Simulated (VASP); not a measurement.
# PbF2 (Fm-3m) in VASP: single point with r2SCAN

Aim: the single point of PbF2 with r2SCAN.

Everything below comes from runs of VASP 6.6.1. Logs are shortened: lines on timing, memory, paths and dates and some standing lists are left out, and cuts for length are marked.

## Step 1: The cell of the first run

It takes space group Fm-3m (No. 225, cubic). The conventional cell has a = 5.958 Å, b = 5.958 Å, c = 5.958 Å, α = 90.00°, β = 90.00°, γ = 90.00°. Pb (site symmetry m-3m) has 8 F at 2.58 Å within 3.4 Å. F (site symmetry -43m) has 4 Pb at 2.58 Å and 6 F at 2.98 Å within 3.4 Å.

## Step 2: Single point, r2SCAN

The input, POSCAR:

```
PbF2
1.0
    0.0000000000      2.9792060000      2.9792060000
    2.9792060000      0.0000000000      2.9792060000
    2.9792060000      2.9792060000      0.0000000000
Pb F
1 2
Direct
    0.0000000000      0.0000000000      0.0000000000
    0.2500000000      0.2500000000      0.2500000000
    0.7500000000      0.7500000000      0.7500000000
```

The input, INCAR.step1:

```
SYSTEM = PbF2
PREC     = Accurate       ! precision mode
ENCUT    = 520            ! plane-wave cutoff, eV
ISMEAR   = -1             ! smearing method
SIGMA    = 0.1            ! smearing width, eV
LREAL    = .False.        ! projectors in reciprocal space
LASPH    = .True.         ! aspherical terms in the spheres
NELM     = 100            ! most SCF steps
NBANDS   = 21             ! bands
GGA      = PE             ! functional
ALGO     = Normal         ! electronic algorithm
EDIFF    = 1E-4           ! SCF threshold, eV
LWAVE    = .True.         ! write WAVECAR
LCHARG   = .False.        ! write CHGCAR
```

The input, INCAR.step2:

```
SYSTEM = PbF2
PREC     = Accurate       ! precision mode
ENCUT    = 520            ! plane-wave cutoff, eV
EDIFF    = 1E-7           ! SCF threshold, eV
ISMEAR   = -1             ! smearing method
SIGMA    = 0.1            ! smearing width, eV
LREAL    = .False.        ! projectors in reciprocal space
LASPH    = .True.         ! aspherical terms in the spheres
NELM     = 100            ! most SCF steps
ALGO     = Normal         ! electronic algorithm
ISIF     = 2              ! what is computed and relaxed
LWAVE    = .False.        ! write WAVECAR
LCHARG   = .True.         ! write CHGCAR
METAGGA  = R2SCAN         ! meta-GGA
LMIXTAU  = .True.       
LELF     = .True.         ! ELF
LVHAR    = .True.       
NBANDS   = 21             ! bands
ISTART   = 1
```

The input, KPOINTS:

```
regular mesh
0
Gamma
  7 7 7
  0 0 0
```

Potentials or basis: VASP PAW PBE potentials, release 64 (Pb_d, F).

Run with:

```sh
> cat potpaw_PBE.64/Pb_d/POTCAR potpaw_PBE.64/F/POTCAR > POTCAR
> cp INCAR.step1 INCAR
> mpirun -np 1 vasp_std > vasp.out
> cp INCAR.step2 INCAR
> mpirun -np 1 vasp_std > vasp.out
```

OUTCAR:

```text
SYSTEM = PbF2
   PREC = Accurate
   ENCUT = 520
   EDIFF = 1E-7
   ISMEAR = -1
   LREAL = .False.
   LASPH = .True.
   NELM = 100
   ISIF = 2
   METAGGA = R2SCAN
   ISTART = 1

 ion  position               nearest neighbor table
   1  0.000  0.000  0.000-   3 2.58   3 2.58   3 2.58   2 2.58   3 2.58   2 2.58   2 2.58   2 2.58

   2  0.250  0.250  0.250-   1 2.58   1 2.58   1 2.58   1 2.58
   3  0.750  0.750  0.750-   1 2.58   1 2.58   1 2.58   1 2.58

  LATTYP: Found a face centered cubic cell.
 ALAT       =     5.9584120000

  Lattice vectors:

 A1 = (   0.0000000000,   2.9792060000,   2.9792060000)
 A2 = (   2.9792060000,   0.0000000000,   2.9792060000)
 A3 = (   2.9792060000,   2.9792060000,   0.0000000000)

Analysis of symmetry for initial positions (statically):
=====================================================================
 Subroutine PRICEL returns:
 Original cell was already a primitive cell.

 Routine SETGRP: Setting up the symmetry group for a
 face centered cubic supercell.

 Subroutine GETGRP returns: Found 48 space group operations
 (whereof 48 operations were pure point group operations)
 out of a pool of 48 trial point group operations.

The static configuration has the point symmetry O_h .

Analysis of symmetry for dynamics (positions and initial velocities):
=====================================================================
 Subroutine PRICEL returns:
 Original cell was already a primitive cell.

 Routine SETGRP: Setting up the symmetry group for a
 face centered cubic supercell.

 Subroutine GETGRP returns: Found 48 space group operations
 (whereof 48 operations were pure point group operations)
 out of a pool of 48 trial point group operations.

The dynamic configuration has the point symmetry O_h .

 Subroutine INISYM returns: Found 48 space group operations
 (whereof 48 operations are pure point group operations),
 and found     1 'primitive' translations

----------------------------------------------------------------------------------------

                                     Primitive cell

  volume of cell :      52.8849

  direct lattice vectors                    reciprocal lattice vectors
     0.000000000  2.979206000  2.979206000    -0.167829952  0.167829952  0.167829952
     2.979206000  0.000000000  2.979206000     0.167829952 -0.167829952  0.167829952
     2.979206000  2.979206000  0.000000000     0.167829952  0.167829952 -0.167829952

  length of vectors
     4.213233530  4.213233530  4.213233530     0.290690004  0.290690004  0.290690004

  position of ions in fractional coordinates (direct lattice)
     0.000000000  0.000000000  0.000000000
     0.250000000  0.250000000  0.250000000
     0.750000000  0.750000000  0.750000000

  ion indices of the primitive-cell ions
   primitive index   ion index
                 1           1
                 2           2
                 3           3

----------------------------------------------------------------------------------------

 KPOINTS: regular mesh

Automatic generation of k-mesh.
 Grid dimensions read from file:
 generate k-points for:    7    7    7

 Generating k-lattice:

  Cartesian coordinates                     Fractional coordinates (reciprocal lattice)
    -0.023975707  0.023975707  0.023975707     0.142857143  0.000000000  0.000000000
     0.023975707 -0.023975707  0.023975707     0.000000000  0.142857143  0.000000000
     0.023975707  0.023975707 -0.023975707     0.000000000  0.000000000  0.142857143

  Length of vectors
     0.041527143  0.041527143  0.041527143

  Shift w.r.t. Gamma in fractional coordinates (k-lattice)
     0.000000000  0.000000000  0.000000000

 Subroutine IBZKPT returns following result:
 ===========================================

 Found     20 irreducible k-points:

 Following reciprocal coordinates:
            Coordinates               Weight
  0.000000  0.000000  0.000000      1.000000
  0.142857  0.000000  0.000000      8.000000
  0.285714  0.000000  0.000000      8.000000
  0.428571  0.000000  0.000000      8.000000
  0.142857  0.142857  0.000000      6.000000
  0.285714  0.142857  0.000000     24.000000
[... 12 lines left out ...]
 -0.428571  0.428571  0.142857     24.000000
 -0.285714  0.428571  0.142857     24.000000
   k-points           NKPTS =     20   k-points in BZ     NKDIM =     20   number of bands    NBANDS=     21
   number of dos      NEDOS =    301   number of ions     NIONS =      3
   total plane-waves  NPLWV =  32768
   dimension x,y,z NGX =    32 NGY =   32 NGZ =   32
   dimension x,y,z NGXF=    64 NGYF=   64 NGZF=   64
   ions per type =               1   2
   NGX,Y,Z   is equivalent  to a cutoff of  12.63, 12.63, 12.63 a.u.
   NGXF,Y,Z  is equivalent  to a cutoff of  25.25, 25.25, 25.25 a.u.
 SYSTEM =  PbF2
   PREC   = accura    normal or accurate (medium, high low for compatibility)
   ISTART =      1    job   : 0-new  1-cont  2-samecut
   ICHARG =      0    charge: 1-file 2-atom 10-const
   ISPIN  =      1    spin polarized calculation?
   LNONCOLLINEAR =      F non collinear calculations
   LSORBIT =      F    spin-orbit coupling
   LASPH  =      T    aspherical Exc in radial PAW
   ENCUT  =  520.0 eV  38.22 Ry    6.18 a.u.   7.83  7.83  7.83*2*pi/ulx,y,z
   NELM   =    100;   NELMIN=  2; NELMDL=  0     # of ELM steps
   EDIFF  = 0.1E-06   stopping-criterion for ELM
   LREAL  =      F    real-space projection
   EDIFFG = 0.1E-05   stopping-criterion for IOM
   NSW    =      0    number of steps for IOM
   IBRION =     -1    ionic relax: 0-MD 1-quasi-New 2-CG
   NFREE  =      0    steps in history (QN), initial steepest desc. (CG)
   ISIF   =      2    stress and relaxation
   ISYM   =      2    0-nonsym 1-usesym 2-fastsym
   POTIM  = 0.5000    time-step for ionic-motion
   TEBEG  =    0.0;   TEEND  =   0.0 temperature during run
   PSTRESS=    0.0 pullay stress
   NELECT =      28.0000    total number of electrons
   NUPDOWN=      -1.0000    fix difference up-down
   EMIN   =  10.00;   EMAX   =-10.00  energy-range for DOS
   EFERMI =   0.00;   METHOD = LEGACY
   ISMEAR =    -1;   SIGMA  =   0.10  broadening in eV -4-tet -1-fermi 0-gaus
   EFERMI_NEDOS =   21; number of points for ismear=-14 and -15
   IALGO  =     38    algorithm
   IMIX   =      4    mixing-type and parameters
     AMIX     =   0.40;   BMIX     =  1.00
     AMIX_MAG =   1.60;   BMIX_MAG =  1.00
  volume/ion in A,a.u.               =      17.63       118.96
  Fermi-wavevector in a.u.,A,eV,Ry     =   1.324393  2.502740 23.864859  1.754018
  Thomas-Fermi vector in A             =   2.453931
   LORBIT       =      0    0 simple, 1 ext, 2 COOP (PROOUT), +10 PAW based schemes
   METAGGA = R2SCAN    functional components
   LHFCALC =     F    Hartree Fock is set to
   AEXX    =    0.0000 exact exchange contribution
   IVDW    =     0    specifies the selected vdW correction
   LEPSILON=     F    determine dielectric tensor
   LRPA    =     F    only Hartree local field effects (RPA)
 non-spin polarized calculation
  energy-cutoff  :      520.00
  volume of cell :       52.88
 maximum number of plane-waves:      1436
   NGX = 15   NGY = 15   NGZ = 15

 number of electron      28.0000018 magnetization

 Free energy of the ion-electron system (eV)
  ---------------------------------------------------
  ext. energy  EPLUGINS =         0.00000000
  ---------------------------------------------------
  free energy    TOTEN  =       -70.15874855 eV

  energy without entropy =      -70.15874855  energy(sigma->0) =      -70.15874855

 E-fermi :   3.5821     XC(G=0):  -9.9256

 val. band max:        1.3003627285   @ k =  -0.2857   0.4286   0.1429
 cond. band min:       6.2644167611   @ k =   0.4286   0.4286   0.0000
 fundamental gap:      4.9640540326
 Fermi energy:         3.5820920093

 k-point     1 :       0.0000    0.0000    0.0000
  band No.  band energies     occupation
      1     -20.9397      2.00000
      2     -20.3756      2.00000
      3     -13.5322      2.00000
      4     -13.5322      2.00000
      5     -13.5322      2.00000
      6     -13.4888      2.00000
[... 13 lines left out ...]
     20      17.1947      0.00000
     21      19.5031      0.00000

 k-point     2 :       0.1429    0.0000    0.0000
  band No.  band energies     occupation
      1     -20.9046      2.00000
      2     -20.4076      2.00000
      3     -13.5252      2.00000
      4     -13.5252      2.00000
      5     -13.4956      2.00000
      6     -13.4883      2.00000
[... 13 lines left out ...]
     20      16.6182      0.00000
     21      18.6483      0.00000

 k-point     3 :       0.2857    0.0000    0.0000
  band No.  band energies     occupation
      1     -20.8157      2.00000
      2     -20.4868      2.00000
      3     -13.5190      2.00000
      4     -13.5190      2.00000
      5     -13.4776      2.00000
      6     -13.4776      2.00000
[... 13 lines left out ...]
     20      15.9569      0.00000
     21      17.2060      0.00000

 k-point     4 :       0.4286    0.0000    0.0000
  band No.  band energies     occupation
      1     -20.7090      2.00000
      2     -20.5837      2.00000
      3     -13.5213      2.00000
      4     -13.5212      2.00000
      5     -13.4616      2.00000
      6     -13.4616      2.00000
[... 13 lines left out ...]
     20      15.6541      0.00000
     21      16.2752      0.00000

 k-point     5 :       0.1429    0.1429    0.0000
  band No.  band energies     occupation
      1     -20.8941      2.00000
      2     -20.4167      2.00000
      3     -13.5174      2.00000
      4     -13.5174      2.00000
      5     -13.4944      2.00000
      6     -13.4917      2.00000
[... 13 lines left out ...]
     20      17.3990      0.00000
     21      18.9361      0.00000
[... 286 lines left out ...]
     20      17.6890      0.00000
     21      18.1466      0.00000

 k-point    18 :      -0.4286    0.2857    0.1429
  band No.  band energies     occupation
      1     -20.6808      2.00000
      2     -20.6021      2.00000
      3     -13.5070      2.00000
      4     -13.4926      2.00000
      5     -13.4654      2.00000
      6     -13.4278      2.00000
[... 13 lines left out ...]
     20      18.2880      0.00000
     21      18.6239      0.00000

 k-point    19 :      -0.4286    0.4286    0.1429
  band No.  band energies     occupation
      1     -20.6821      2.00000
      2     -20.5956      2.00000
      3     -13.5133      2.00000
      4     -13.4758      2.00000
      5     -13.4563      2.00000
      6     -13.4322      2.00000
[... 13 lines left out ...]
     20      17.3176      0.00000
     21      19.0781      0.00000

 k-point    20 :      -0.2857    0.4286    0.1429
  band No.  band energies     occupation
      1     -20.6425      2.00000
      2     -20.6342      2.00000
      3     -13.5081      2.00000
      4     -13.4804      2.00000
      5     -13.4576      2.00000
      6     -13.4001      2.00000
[... 13 lines left out ...]
     20      18.1946      0.00000
     21      18.7251      0.00000

------------------------ aborting loop because EDIFF is reached ----------------------------------------

  FORCE on cell =-STRESS in cart. coord.  units (eV):
  Direction    XX          YY          ZZ          XY          YZ          ZX
  --------------------------------------------------------------------------------------
  -------------------------------------------------------------------------------------
  Total       -0.4883249     -0.4883249     -0.4883249     -0.0000000     -0.0000000      0.0000000
  in kB      -14.7940776    -14.7940776    -14.7940776     -0.0000000     -0.0000000      0.0000000
  external PRESSURE =     -14.7940776 kB  Pullay stress =       0.0000000 kB

 VOLUME and BASIS-vectors are now :
 -----------------------------------------------------------------------------
  energy-cutoff  :      520.00
  volume of cell :       52.88
      direct lattice vectors                 reciprocal lattice vectors
     0.000000000  2.979206000  2.979206000    -0.167829952  0.167829952  0.167829952
     2.979206000  0.000000000  2.979206000     0.167829952 -0.167829952  0.167829952
     2.979206000  2.979206000  0.000000000     0.167829952  0.167829952 -0.167829952

 POSITION                                       TOTAL-FORCE (eV/Angst)
 -----------------------------------------------------------------------------------
      0.00000      0.00000      0.00000         0.000000      0.000000      0.000000
      1.48960      1.48960      1.48960        -0.000000     -0.000000      0.000000
      4.46881      4.46881      4.46881         0.000000      0.000000     -0.000000
 -----------------------------------------------------------------------------------
    total drift:                                0.000000     -0.000000      0.000000

  FREE ENERGIE OF THE ION-ELECTRON SYSTEM (eV)
  ---------------------------------------------------
  free  energy   TOTEN  =       -70.1587485546 eV

  energy  without entropy=      -70.1587485544  energy(sigma->0) =      -70.15874855
```

Run time: 52 s. Hardware: 1 thread of AMD EPYC 9R45 (Zen 5), shared host; peak memory 0.16 GiB.

What came out:

```
Free energy            : -70.1587 eV
Pressure               : -1.5 GPa
Band gap on the k mesh : 4.96 eV, indirect (least direct gap 5.17 eV)
```

Caveat: the PAW data sets were made with another functional, which shifts forces and pressure a little; spin-orbit coupling is left out, which moves the levels of the heavy elements. r2SCAN opens gaps a little over a GGA but as a rule still falls short of measured ones.
